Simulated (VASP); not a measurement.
# LaScF (P4/mmm) in VASP: a series of runs

Runs on LaScF. Level: PBE. Tasks: single point.

Everything below comes from runs of VASP 6.6.1. Logs are shortened: lines on timing, memory, paths and dates and some standing lists are left out, and cuts for length are marked.

### 1 The cell of the first run

Symmetry: P4/mmm, No. 123, tetragonal system. Conventional cell: a = 3.150 Å, b = 3.150 Å, c = 7.157 Å, α = 90.00°, β = 90.00°, γ = 90.00°. La (site symmetry 4/mmm) has 8 La at 3.15 to 4.45 Å and 2 Sc at 3.58 Å and 8 F at 4.21 Å within 4.5 Å. Within 2.9 Å of Sc (site symmetry 4/mmm) lie 4 F at 2.23 Å. F (site symmetry 4/mmm) has 4 Sc at 2.23 Å within 2.9 Å.

The cell was generated, and may not be a known phase.

### 2 Single point, PBE

INCAR

```
SYSTEM = LaScF
ALGO     = Normal         ! electronic algorithm
EDIFF    = 1E-6           ! SCF threshold, eV
ENCUT    = 520            ! plane-wave cutoff, eV
GGA      = PE             ! functional
ISIF     = 2              ! what is computed and relaxed
ISMEAR   = 0              ! smearing method
LASPH    = .TRUE.         ! aspherical terms in the spheres
LCHARG   = .FALSE.        ! write CHGCAR
LREAL    = .FALSE.        ! projectors in reciprocal space
LWAVE    = .FALSE.        ! write WAVECAR
NBANDS   = 22             ! bands
NELM     = 60             ! most SCF steps
PREC     = Accurate       ! precision mode
SIGMA    = 0.1            ! smearing width, eV
```

KPOINTS

```
k-points
0
G
  4 4 4
  0 0 0
```

POSCAR

```
LaScF
1.0
    3.1496467145      0.0000000000      0.0000000000
    0.0000000000      3.1496467145      0.0000000000
    0.0000000000      0.0000000000      7.1567926271
La Sc F
1 1 1
Direct
    0.0000000000      0.0000000000      0.0000000000
    0.0000000000      0.0000000000      0.5000000000
    0.5000000000      0.5000000000      0.5000000000
```

Potentials or basis: VASP PAW PBE potentials, release 64 (La, Sc_sv, F).

Launch:

```console
> cat potpaw_PBE.64/La/POTCAR potpaw_PBE.64/Sc_sv/POTCAR potpaw_PBE.64/F/POTCAR > POTCAR
> mpirun -np 1 vasp_std > vasp.out
```

OUTCAR:

```text
SYSTEM = LaScF
   EDIFF = 1E-6
   ENCUT = 520
   GGA = PE
   ISIF = 2
   ISMEAR = 0
   LASPH = .TRUE.
   LREAL = .FALSE.
   NELM = 60
   PREC = Accurate

 ion  position               nearest neighbor table
   1  0.000  0.000  0.000-
   2  0.000  0.000  0.500-   3 2.23   3 2.23   3 2.23   3 2.23
   3  0.500  0.500  0.500-   2 2.23   2 2.23   2 2.23   2 2.23

  LATTYP: Found a simple tetragonal cell.
 ALAT       =     3.1496467145
 C/A-ratio  =     2.2722525019

  Lattice vectors:

 A1 = (   3.1496467145,   0.0000000000,   0.0000000000)
 A2 = (   0.0000000000,   3.1496467145,   0.0000000000)
 A3 = (   0.0000000000,   0.0000000000,   7.1567926271)

Analysis of symmetry for initial positions (statically):
=====================================================================
 Subroutine PRICEL returns:
 Original cell was already a primitive cell.

 Routine SETGRP: Setting up the symmetry group for a
 simple tetragonal supercell.

 Subroutine GETGRP returns: Found 16 space group operations
 (whereof 16 operations were pure point group operations)
 out of a pool of 16 trial point group operations.

The static configuration has the point symmetry D_4h.

Analysis of symmetry for dynamics (positions and initial velocities):
=====================================================================
 Subroutine PRICEL returns:
 Original cell was already a primitive cell.

 Routine SETGRP: Setting up the symmetry group for a
 simple tetragonal supercell.

 Subroutine GETGRP returns: Found 16 space group operations
 (whereof 16 operations were pure point group operations)
 out of a pool of 16 trial point group operations.

The dynamic configuration has the point symmetry D_4h.

 Subroutine INISYM returns: Found 16 space group operations
 (whereof 16 operations are pure point group operations),
 and found     1 'primitive' translations

----------------------------------------------------------------------------------------

                                     Primitive cell

  volume of cell :      70.9973

  direct lattice vectors                    reciprocal lattice vectors
     3.149646715  0.000000000  0.000000000     0.317495926  0.000000000  0.000000000
     0.000000000  3.149646715  0.000000000     0.000000000  0.317495926  0.000000000
     0.000000000  0.000000000  7.156792627     0.000000000  0.000000000  0.139727396

  length of vectors
     3.149646715  3.149646715  7.156792627     0.317495926  0.317495926  0.139727396

  position of ions in fractional coordinates (direct lattice)
     0.000000000  0.000000000  0.000000000
     0.000000000  0.000000000  0.500000000
     0.500000000  0.500000000  0.500000000

  ion indices of the primitive-cell ions
   primitive index   ion index
                 1           1
                 2           2
                 3           3

----------------------------------------------------------------------------------------

 KPOINTS: k-points

Automatic generation of k-mesh.
 Grid dimensions read from file:
 generate k-points for:    4    4    4

 Generating k-lattice:

  Cartesian coordinates                     Fractional coordinates (reciprocal lattice)
     0.079373981  0.000000000  0.000000000     0.250000000  0.000000000  0.000000000
     0.000000000  0.079373981  0.000000000     0.000000000  0.250000000  0.000000000
     0.000000000  0.000000000  0.034931849     0.000000000  0.000000000  0.250000000

  Length of vectors
     0.079373981  0.079373981  0.034931849

  Shift w.r.t. Gamma in fractional coordinates (k-lattice)
     0.000000000  0.000000000  0.000000000

 Subroutine IBZKPT returns following result:
 ===========================================

 Found     18 irreducible k-points:

 Following reciprocal coordinates:
            Coordinates               Weight
  0.000000  0.000000  0.000000      1.000000
  0.250000  0.000000  0.000000      4.000000
  0.500000  0.000000  0.000000      2.000000
  0.250000  0.250000  0.000000      4.000000
  0.500000  0.250000  0.000000      4.000000
  0.500000  0.500000  0.000000      1.000000
[... 10 lines left out ...]
  0.500000  0.250000  0.500000      4.000000
  0.500000  0.500000  0.500000      1.000000
   k-points           NKPTS =     18   k-points in BZ     NKDIM =     18   number of bands    NBANDS=     22
   number of dos      NEDOS =    301   number of ions     NIONS =      3
   total plane-waves  NPLWV =  31104
   dimension x,y,z NGX =    24 NGY =   24 NGZ =   54
   dimension x,y,z NGXF=    48 NGYF=   48 NGZF=  108
   ions per type =               1   1   1
   NGX,Y,Z   is equivalent  to a cutoff of  12.67, 12.67, 12.54 a.u.
   NGXF,Y,Z  is equivalent  to a cutoff of  25.34, 25.34, 25.09 a.u.
 SYSTEM =  LaScF
   PREC   = accura    normal or accurate (medium, high low for compatibility)
   ISTART =      0    job   : 0-new  1-cont  2-samecut
   ICHARG =      2    charge: 1-file 2-atom 10-const
   ISPIN  =      1    spin polarized calculation?
   LNONCOLLINEAR =      F non collinear calculations
   LSORBIT =      F    spin-orbit coupling
   LASPH  =      T    aspherical Exc in radial PAW
   ENCUT  =  520.0 eV  38.22 Ry    6.18 a.u.   5.86  5.86 13.31*2*pi/ulx,y,z
   NELM   =     60;   NELMIN=  2; NELMDL= -5     # of ELM steps
   EDIFF  = 0.1E-05   stopping-criterion for ELM
   LREAL  =      F    real-space projection
   EDIFFG = 0.1E-04   stopping-criterion for IOM
   NSW    =      0    number of steps for IOM
   IBRION =     -1    ionic relax: 0-MD 1-quasi-New 2-CG
   NFREE  =      0    steps in history (QN), initial steepest desc. (CG)
   ISIF   =      2    stress and relaxation
   ISYM   =      2    0-nonsym 1-usesym 2-fastsym
   POTIM  = 0.5000    time-step for ionic-motion
   TEBEG  =    0.0;   TEEND  =   0.0 temperature during run
   PSTRESS=    0.0 pullay stress
   NELECT =      29.0000    total number of electrons
   NUPDOWN=      -1.0000    fix difference up-down
   EMIN   =  10.00;   EMAX   =-10.00  energy-range for DOS
   EFERMI =   0.00;   METHOD = LEGACY
   ISMEAR =     0;   SIGMA  =   0.10  broadening in eV -4-tet -1-fermi 0-gaus
   EFERMI_NEDOS =   21; number of points for ismear=-14 and -15
   IALGO  =     38    algorithm
   IMIX   =      4    mixing-type and parameters
     AMIX     =   0.40;   BMIX     =  1.00
     AMIX_MAG =   1.60;   BMIX_MAG =  1.00
  volume/ion in A,a.u.               =      23.67       159.70
  Fermi-wavevector in a.u.,A,eV,Ry     =   1.214675  2.295403 20.074520  1.475436
  Thomas-Fermi vector in A             =   2.350087
   LORBIT       =      0    0 simple, 1 ext, 2 COOP (PROOUT), +10 PAW based schemes
   GGA     = PE    functional components
   LHFCALC =     F    Hartree Fock is set to
   AEXX    =    0.0000 exact exchange contribution
   IVDW    =     0    specifies the selected vdW correction
   LEPSILON=     F    determine dielectric tensor
   LRPA    =     F    only Hartree local field effects (RPA)
 non-spin polarized calculation
 Gauss-broadening in eV      SIGMA  =   0.10
  energy-cutoff  :      520.00
  volume of cell :       71.00
 maximum number of plane-waves:      1952
 NGX is ok and might be reduce to    24
   NGX = 11   NGY = 11   NGZ = 27

 number of electron      28.9999991 magnetization

 Free energy of the ion-electron system (eV)
  ---------------------------------------------------
  ext. energy  EPLUGINS =         0.00000000
  ---------------------------------------------------
  free energy    TOTEN  =       -16.28191706 eV

  energy without entropy =      -16.24934333  energy(sigma->0) =      -16.26563019

 E-fermi :   6.0350     XC(G=0):  -9.6062

 val. band max:        6.0292748285   @ k =   0.2500   0.0000   0.0000
 cond. band min:       6.0795365278   @ k =   0.2500   0.0000   0.2500
 fundamental gap:      0.0502616993
 Fermi energy:         6.0350186098

 k-point     1 :       0.0000    0.0000    0.0000
  band No.  band energies     occupation
      1     -44.5709      2.00000
      2     -26.8372      2.00000
      3     -23.1622      2.00000
      4     -23.1162      2.00000
      5     -23.1162      2.00000
      6     -20.6699      2.00000
[... 14 lines left out ...]
     21       7.8286      0.00000
     22       7.9363      0.00000

 k-point     2 :       0.2500    0.0000    0.0000
  band No.  band energies     occupation
      1     -44.5517      2.00000
      2     -26.6447      2.00000
      3     -23.5637      2.00000
      4     -23.1444      2.00000
      5     -23.0884      2.00000
      6     -20.2179      2.00000
[... 14 lines left out ...]
     21       7.9953      0.00000
     22       8.0813      0.00000

 k-point     3 :       0.5000    0.0000    0.0000
  band No.  band energies     occupation
      1     -44.5324      2.00000
      2     -26.4385      2.00000
      3     -23.9171      2.00000
      4     -23.1265      2.00000
      5     -23.0603      2.00000
      6     -19.8557      2.00000
[... 14 lines left out ...]
     21       8.0328      0.00000
     22       8.3730      0.00000

 k-point     4 :       0.2500    0.2500    0.0000
  band No.  band energies     occupation
      1     -44.5337      2.00000
      2     -26.4546      2.00000
      3     -23.5410      2.00000
      4     -23.2623      2.00000
      5     -23.1279      2.00000
      6     -20.1935      2.00000
[... 14 lines left out ...]
     21       7.8890      0.00000
     22       8.0670      0.00000

 k-point     5 :       0.5000    0.2500    0.0000
  band No.  band energies     occupation
      1     -44.5156      2.00000
      2     -26.2512      2.00000
      3     -23.6876      2.00000
      4     -23.2362      2.00000
      5     -23.1113      2.00000
      6     -20.2015      2.00000
[... 267 lines left out ...]
 k-point    16 :       0.2500    0.2500    0.5000
  band No.  band energies     occupation
      1     -44.5337      2.00000
      2     -26.4550      2.00000
      3     -23.5410      2.00000
      4     -23.2623      2.00000
      5     -23.1267      2.00000
      6     -20.1936      2.00000
[... 14 lines left out ...]
     21       7.9386      0.00000
     22       8.2159      0.00000

 k-point    17 :       0.5000    0.2500    0.5000
  band No.  band energies     occupation
      1     -44.5156      2.00000
      2     -26.2517      2.00000
      3     -23.6876      2.00000
      4     -23.2362      2.00000
      5     -23.1102      2.00000
      6     -20.2016      2.00000
[... 14 lines left out ...]
     21       8.2002      0.00000
     22       8.2408      0.00000

 k-point    18 :       0.5000    0.5000    0.5000
  band No.  band energies     occupation
      1     -44.4987      2.00000
      2     -26.0515      2.00000
      3     -23.4069      2.00000
      4     -23.4069      2.00000
      5     -23.0950      2.00000
      6     -20.5963      2.00000
[... 14 lines left out ...]
     21       8.1156      0.00000
     22       8.1156      0.00000

------------------------ aborting loop because EDIFF is reached ----------------------------------------

  FORCE on cell =-STRESS in cart. coord.  units (eV):
  Direction    XX          YY          ZZ          XY          YZ          ZX
  --------------------------------------------------------------------------------------
  -------------------------------------------------------------------------------------
  Total        0.1195502      0.1195502      0.0882033      0.0000000      0.0000000     -0.0000000
  in kB        2.6978567      2.6978567      1.9904602      0.0000000      0.0000000     -0.0000000
  external PRESSURE =       2.4620579 kB  Pullay stress =       0.0000000 kB

 VOLUME and BASIS-vectors are now :
 -----------------------------------------------------------------------------
  energy-cutoff  :      520.00
  volume of cell :       71.00
      direct lattice vectors                 reciprocal lattice vectors
     3.149646715  0.000000000  0.000000000     0.317495926  0.000000000  0.000000000
     0.000000000  3.149646715  0.000000000     0.000000000  0.317495926  0.000000000
     0.000000000  0.000000000  7.156792627     0.000000000  0.000000000  0.139727396

 POSITION                                       TOTAL-FORCE (eV/Angst)
 -----------------------------------------------------------------------------------
      0.00000      0.00000      0.00000         0.000000      0.000000      0.000000
      0.00000      0.00000      3.57840         0.000000      0.000000      0.000000
      1.57482      1.57482      3.57840         0.000000      0.000000      0.000000
 -----------------------------------------------------------------------------------
    total drift:                                0.000000      0.000000     -0.000000

  FREE ENERGIE OF THE ION-ELECTRON SYSTEM (eV)
  ---------------------------------------------------
  free  energy   TOTEN  =       -16.2819170575 eV

  energy  without entropy=      -16.2493433317  energy(sigma->0) =      -16.26563019
```

Run time: 44 s. Hardware: 1 thread of Oxide Virtual Turin-like, shared host; peak memory 0.17 GiB.

What came out:

| Quantity | Value |
| --- | --- |
| Free energy | -16.2819 eV |
| Pressure | 0.2 GPa |
| Band gap on the k mesh | zero (an odd number of electrons rules out a gap without spin polarisation) |

Caveat: the k points lie up to 0.50 Å⁻¹ apart, too coarse for converged energies and pressures of a metal; spin-orbit coupling is left out, which moves the levels of the heavy elements; an odd number of electrons without spin polarisation forces a metal; a magnetic or distorted state may lie lower.

### 3 Single point, PBE

This run uses another cell than the first one, of 24.48 Å³/atom.

INCAR

```
PREC = Accurate
ENCUT = 520
EDIFF = 1E-6
ISMEAR = 0
SIGMA = 0.1
LREAL = F
LASPH = T
NELM = 60
ALGO = Normal
ISIF = 2
LWAVE = F
LCHARG = T
GGA = PE
LELF = T
LVHAR = T
NBANDS = 22
```

KPOINTS

```
regular mesh
0
Gamma
  4 4 4
```

POSCAR

```
LaScF
1.0
    3.8019207200      0.0000000000      0.0000000000
    0.0000000000      3.8019207200      0.0000000000
    0.0000000000      0.0000000000      5.0800795800
La Sc F
1 1 1
Direct
    0.0000000000      0.0000000000      0.0000000000
    0.0000000000      0.0000000000      0.5000000000
    0.5000000000      0.5000000000      0.5000000000
```

Potentials or basis: VASP PAW PBE potentials, release 64 (La, Sc_sv, F).

Launch:

```console
> cat potpaw_PBE.64/La/POTCAR potpaw_PBE.64/Sc_sv/POTCAR potpaw_PBE.64/F/POTCAR > POTCAR
> mpirun -np 1 vasp_std > vasp.out
```

It took 30 s on 1 thread of Oxide Virtual Turin-like, shared host; peak memory 0.18 GiB.

Results (log left out):

* Free energy: -13.5726 eV
* Pressure: -0.6 GPa
* Band gap on the k mesh: zero (an odd number of electrons rules out a gap without spin polarisation)

Stress tensor (GPa, compression positive):
```
-9.40  0.00  0.00
 0.00 -9.40  0.00
 0.00  0.00 17.08
```

Levels at points of the mesh, in eV from the Fermi level:
```
           k point  band 10  band 11  band 12  band 13  band 14  band 15  band 16  band 17  band 18  band 19
(0.00, 0.00, 0.00)    -5.32    -5.32    -5.13    -2.23    -1.23    -0.93    -0.26    -0.26     1.70     1.76
(0.50, 0.00, 0.00)    -6.13    -5.55    -5.31    -1.26    -0.97    -0.30    -0.08     1.47     1.65     1.79
(0.50, 0.50, 0.00)    -5.70    -5.70    -5.01    -1.62    -1.62    -0.80    -0.79     1.81     1.81     1.92
(0.00, 0.00, 0.50)    -5.38    -5.34    -5.34    -0.82    -0.42    -0.16     0.16     0.67     0.67     1.65
(0.50, 0.00, 0.50)    -6.05    -5.54    -5.16    -0.57    -0.15     0.33     0.73     0.85     1.43     1.68
(0.50, 0.50, 0.50)    -5.79    -5.79    -5.16    -0.05     0.15     0.15     0.57     0.57     1.19     1.19
```

Caveat: the k points lie up to 0.41 Å⁻¹ apart, too coarse for converged energies and pressures of a metal; spin-orbit coupling is left out, which moves the levels of the heavy elements; an odd number of electrons without spin polarisation forces a metal; a magnetic or distorted state may lie lower.

### 4 Single point, PBE

This run uses another cell than the first one, of 22.95 Å³/atom.

INCAR

```
SYSTEM = LaScF
  PREC = Accurate
  ENCUT = 520
  EDIFF = 1E-6
  ISMEAR = 0
  SIGMA = 0.1
  LREAL = .FALSE.
  LASPH = .TRUE.
  NELM = 60
  ALGO = Normal
  ISIF = 2
  LWAVE = .FALSE.
  LCHARG = .FALSE.
  GGA = PE
  NBANDS = 22
```

KPOINTS

```
regular mesh
0
G
  6 6 4
  0 0 0
```

POSCAR

```
LaScF
1.0
    3.1571363226      0.0000000000      0.0000000000
    0.0000000000      3.1571363226      0.0000000000
    0.0000000000      0.0000000000      6.9080204626
La Sc F
1 1 1
Direct
    0.0000000000      0.0000000000      0.0000000000
    0.0000000000      0.0000000000      0.5000000000
    0.5000000000      0.5000000000      0.5000000000
```

Launch:

```console
> cat potpaw_PBE.64/La/POTCAR potpaw_PBE.64/Sc_sv/POTCAR potpaw_PBE.64/F/POTCAR > POTCAR
> mpirun -np 1 vasp_std > vasp.out
```

It took 44 s on 1 thread of Oxide Virtual Turin-like, shared host; peak memory 0.19 GiB.

The run converged. Its results:

```
Free energy            : -16.1942 eV
Pressure               : 0.2 GPa
Band gap on the k mesh : zero (an odd number of electrons rules out a gap without spin polarisation)
```

Stress tensor (GPa, compression positive):
```
 0.30  0.00  0.00
 0.00  0.30  0.00
 0.00  0.00 -0.08
```

Levels at points of the mesh, in eV from the Fermi level:
| k point | band 12 | band 13 | band 14 | band 15 | band 16 | band 17 |
| --- | --- | --- | --- | --- | --- | --- |
| (0.00, 0.00, 0.00) | -7.69 | -2.84 | -1.24 | -1.16 | -0.84 | 1.32 |
| (0.50, 0.00, 0.00) | -7.77 | -1.23 | -0.72 | 0.08 | 1.06 | 1.52 |
| (0.50, 0.50, 0.00) | -7.34 | -2.52 | -0.72 | -0.72 | 0.45 | 1.60 |
| (0.00, 0.00, 0.50) | -7.75 | -1.71 | -1.12 | -1.08 | -1.02 | -0.36 |
| (0.50, 0.00, 0.50) | -7.74 | -1.27 | 0.05 | 0.49 | 0.53 | 0.87 |
| (0.50, 0.50, 0.50) | -7.34 | -2.48 | 0.01 | 0.01 | 0.46 | 0.46 |

Caveat: spin-orbit coupling is left out, which moves the levels of the heavy elements; an odd number of electrons without spin polarisation forces a metal; a magnetic or distorted state may lie lower.

### 5 Overview

| cell | k mesh | gap on the mesh (eV) | pressure (GPa) |
| --- | --- | --- | --- |
| a = 3.150, b = 3.150, c = 7.157 Å, 3 atoms | 4 × 4 × 4 | none | 0.2 |
| a = 3.802, b = 3.802, c = 5.080 Å, 3 atoms | 4 × 4 × 4 | none | -0.6 |
| a = 3.157, b = 3.157, c = 6.908 Å, 3 atoms | 6 × 6 × 4 | none | 0.2 |

Alike in all rows: task single point; level PBE; potentials or basis VASP PAW PBE potentials, release 64 (La, Sc_sv, F); no spin polarisation; cutoff (eV) 520; smearing gaussian 0.1 eV.

Caveats: some runs use coarse meshes; spin-orbit coupling is left out, which moves the levels of the heavy elements; an odd number of electrons without spin polarisation forces a metal; a magnetic or distorted state may lie lower.

Absolute energies hang on the potentials; compare differences alone.

The gap in the log of VASP goes by the Fermi energy; the results here count the filled bands.